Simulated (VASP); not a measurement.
Al, 4 atoms in the cell. The cell holds a slab with vacuum, 4 atoms: a = 2.812 Å, b = 2.812 Å, c = 19.300 Å, α = 90.00°, β = 90.00°, γ = 120.00°. 

- Program: VASP 6.6.1
- Task: relaxation of the atoms
- Functional: r2SCAN
- Dispersion: D4
- Potentials or basis: VASP PAW PBE potentials, release 64 (Al)
- Cutoff: 500 eV
- k mesh: 7 × 7 × 1
- Occupations: fermi-dirac, width 0.3 eV
- Spin: no spin polarisation
- Dipole correction: yes
- Further INCAR settings: ALGO = Normal; EDIFF = 1e-07; IBRION = 2; EDIFFG = -0.03; NSW = 50

Potentials or basis: VASP PAW PBE potentials, release 64 (Al).

Command:

```sh
$ cat potpaw_PBE.64/Al/POTCAR > POTCAR
$ cp INCAR.step1 INCAR
$ mpirun -np 1 vasp_std > vasp.out
$ cp INCAR.step2 INCAR
$ mpirun -np 1 vasp_std > vasp.out
```

Hardware: 1 thread of Intel(R) Xeon(R) 6975P-C (Granite Rapids), on a shared host.

Q: How long does it take, and how much memory?

A: Run time: 6.2 min on 1 thread of Intel(R) Xeon(R) 6975P-C (Granite Rapids) (shared host), peak memory 0.28 GiB. Counts: k points 8, ion steps 9.
